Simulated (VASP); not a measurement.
# SiB6: relaxation of cell and atoms with PBE

The system is SiB6.

```
CELL_PARAMETERS angstrom
2.29903 1.32735 3.69386
-2.29903 1.32735 3.69386
0.00000 -2.65469 3.69386
ATOMIC_POSITIONS crystal
Si 0.67883 0.67883 0.67883
B 0.85646 0.85646 0.85646
B 0.11504 0.74936 0.11504
B 0.11504 0.11504 0.74936
B 0.74936 0.11504 0.11504
B 0.49942 0.49942 0.49942
B 0.35122 0.35122 0.35122
```

```json
{
 "Program": "VASP 6.6.1",
 "Task": "relaxation of cell and atoms",
 "Functional": "PBE",
 "Potentials or basis": "VASP PAW PBE potentials, release 64 (Si, B)",
 "Cutoff": "600 eV",
 "k mesh": "12 × 12 × 12",
 "Occupations": "gaussian, width 0.1 eV",
 "Spin": "no spin polarisation",
 "Dipole correction": "no",
 "Further INCAR settings": "ALGO = Normal; EDIFF = 1e-06; IBRION = 2; EDIFFG = -0.01; NSW = 100; ISIF = 3"
}
```

```json
{
 "Relaxed volume": "9.66 Å³/atom",
 "Relaxed cell": "a = 4.547 Å, b = 4.547 Å, c = 4.547 Å, α = 60.75°, β = 60.75°, γ = 60.75°",
 "Space group after relaxing (to 0.05 Å)": "R3m (No. 160)",
 "Energy gained by relaxing": "0.0 meV/atom",
 "Ionic steps": "5",
 "Pressure after relaxing": "0.0 GPa",
 "Largest force after relaxing": "0.005 eV/Å",
 "Band gap on the k mesh": "zero (band 11 reaches 6.19 eV, above the bottom of band 12 at 4.34 eV)"
}
```

Forces in eV/Å, atoms in the order of the input:
```
Si   0.000  0.000  0.001
B    0.000  0.000 -0.005
B    0.000  0.000  0.004
B    0.000  0.000  0.004
B    0.000  0.000  0.004
B    0.000  0.000 -0.004
B    0.000  0.000 -0.004
```

The path:
```
step  energy change (eV)  largest force (eV/Å)  pressure (GPa)  volume (Å³)
   1              0.0000                0.0551           -0.03        67.63
   2              0.0000                0.0809           -0.03        67.61
   3             -0.0002                0.0160           -0.04        67.62
   4             -0.0002                0.0133            0.04        67.60
   5             -0.0002                0.0049            0.02        67.61
```

Final structure:
```yaml
crystal:
  lattice:
    - [2.29926, 1.32748, 3.69181]
    - [-2.29926, 1.32748, 3.69181]
    - [0.00000, -2.65496, 3.69181]
  atoms:
    - { symbol: Si, position: [0.67868, 0.67868, 0.67868] }
    - { symbol: B, position: [0.85654, 0.85654, 0.85654] }
    - { symbol: B, position: [0.11519, 0.74908, 0.11519] }
    - { symbol: B, position: [0.11519, 0.11519, 0.74908] }
    - { symbol: B, position: [0.74908, 0.11519, 0.11519] }
    - { symbol: B, position: [0.49939, 0.49939, 0.49939] }
    - { symbol: B, position: [0.35129, 0.35129, 0.35129] }
```

Levels at points of the mesh, in eV from the Fermi level:
```csv
k point,band 8,band 9,band 10,band 11,band 12,band 13,band 14,band 15
"(0.00, 0.00, 0.00)",-4.91,-3.90,-3.69,-0.85,-0.85,0.56,0.56,2.16
"(0.50, 0.00, 0.00)",-3.54,-2.46,-1.12,-1.05,0.34,1.81,2.46,3.61
"(0.50, 0.50, 0.00)",-1.94,-1.84,-0.80,0.78,1.05,1.62,1.91,3.75
"(0.50, 0.50, 0.50)",-5.47,-1.87,-1.15,0.25,0.25,3.47,3.47,3.92
```

Run time: 4 min on 1 thread of Intel(R) Xeon(R) Platinum 8559C (Emerald Rapids), with other jobs on the host, peak memory 0.35 GiB.
